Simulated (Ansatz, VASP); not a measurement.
# Al4GeRu: VASP beside Ansatz

Contents of INCAR:

```
PREC     = Accurate       # precision mode
ENCUT    = 520            # plane-wave cutoff, eV
EDIFF    = 1E-6           # SCF threshold, eV
ISMEAR   = 0              # smearing method
SIGMA    = 0.1            # smearing width, eV
LREAL    = False          # projectors in reciprocal space
LASPH    = True           # aspherical terms in the spheres
NELM     = 80             # most SCF steps
ALGO     = Normal         # electronic algorithm
ISIF     = 2              # what is computed and relaxed
LWAVE    = False          # write WAVECAR
LCHARG   = False          # write CHGCAR
GGA      = PE             # functional
NBANDS   = 29             # bands
```

Contents of KPOINTS:

```
Automatic mesh
0
Gamma
  6 6 6
```

The input POSCAR:

```
Al4GeRu
1.0
   -2.5793188500      2.5793188500      3.4968016600
    2.5793188500     -2.5793188500      3.4968016600
    2.5793188500      2.5793188500     -3.4968016600
Al Ge Ru
4 1 1
Direct
    0.2912000100      0.2912000100      0.3305999900
    0.7087999900      0.0393999800      0.0000000000
    0.9606000200      0.9606000200      0.6694000100
    0.0393999800      0.7087999900      0.0000000000
    0.0000000000      0.0000000000      0.0000000000
    0.5000000000      0.5000000000      0.0000000000
```

Input for Ansatz:

```yaml
crystal:
  lattice:
    - [-2.57931885, 2.57931885, 3.49680166]
    - [2.57931885, -2.57931885, 3.49680166]
    - [2.57931885, 2.57931885, -3.49680166]
  atoms:
    - { symbol: Al, position: [0.29120001, 0.29120001, 0.33059999] }
    - { symbol: Al, position: [0.70879999, 0.03939998, 0.0] }
    - { symbol: Al, position: [0.96060002, 0.96060002, 0.66940001] }
    - { symbol: Al, position: [0.03939998, 0.70879999, 0.0] }
    - { symbol: Ge, position: [0.0, 0.0, 0.0] }
    - { symbol: Ru, position: [0.5, 0.5, 0.0] }
basis:
  ecutwfc: 420
kpoints:
  mp_grid: { grid: [6, 6, 6] }
hamiltonian:
  xc: pbe
scf:
  occupations: { method: gaussian, width: 0.1 }
  lower_state_search: "off"
output:
  forces: true
  stress: true
  eigenvalues: true
```

Change from the starting cell: species swapped into the AgClO4 type (I-42m, No. 121).

Alike in both runs: task single point; functional PBE; k mesh 6 × 6 × 6; occupations gaussian, width 0.1 eV; no spin polarisation.

|  | VASP | Ansatz |
| --- | --- | --- |
| version | VASP 6.6.1 | Ansatz 0.2.0 |
| potentials or method | VASP PAW PBE potentials, release 64 (Al, Ge_d, Ru_pv), cutoff 520 eV | scalar-relativistic, plane waves, PAW |
| valence electrons in the cell | 40 | 42 |

|  | VASP | Ansatz | Ansatz less VASP |
| --- | --- | --- | --- |
| gap on the k mesh at the Fermi level (eV) | none | none | - |
| rms of the force components (eV/Å) | 23.166 | 22.268 | -0.8982 |

Atom by atom the forces differ by 0.898 eV/Å (rms over components). A gap of «none» marks a metal or a gap that the smearing closes. VASP's potentials hold 40 valence electrons a cell and Ansatz's 42, so a difference there can come from the potentials and not from the codes.
